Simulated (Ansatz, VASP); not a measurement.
**C in VASP and in Ansatz**

```xyz
2
Lattice="2.1273 -1.2283 0.0000 2.1273 1.2283 0.0000 -1.3791 0.0000 3.5028" Properties=species:S:1:pos:R:3 pbc="T T T"
C    -0.6699    0.0000    3.5025
C     3.5455    0.0000    0.0003
```

Alike in both runs: task single point; functional PBE; k mesh 13 × 13 × 8; occupations gaussian, width 0.022 eV; no spin polarisation.

```csv
,VASP,Ansatz
version,VASP 6.6.1,Ansatz 0.2.0
potentials or method,"VASP PAW PBE potentials, release 64 (C)",Ansatz PAW
plane-wave cutoff (eV),520,420
valence electrons in the cell,8,8
```

```tsv
	VASP	Ansatz	Ansatz less VASP
gap on the k mesh at the Fermi level (eV)	0.93	0.93	0.000
least direct gap on the mesh (eV)	0.94	0.94	0.000
pressure (GPa)	4.2	3.8	-0.43
traceless stress, the component that is largest in VASP (GPa)	-2.12	-1.60	+0.519
```

Noted on Ansatz's run: odd divisions of the mesh miss points on the zone boundary, where band edges often lie, so the gap on the mesh can be too wide.
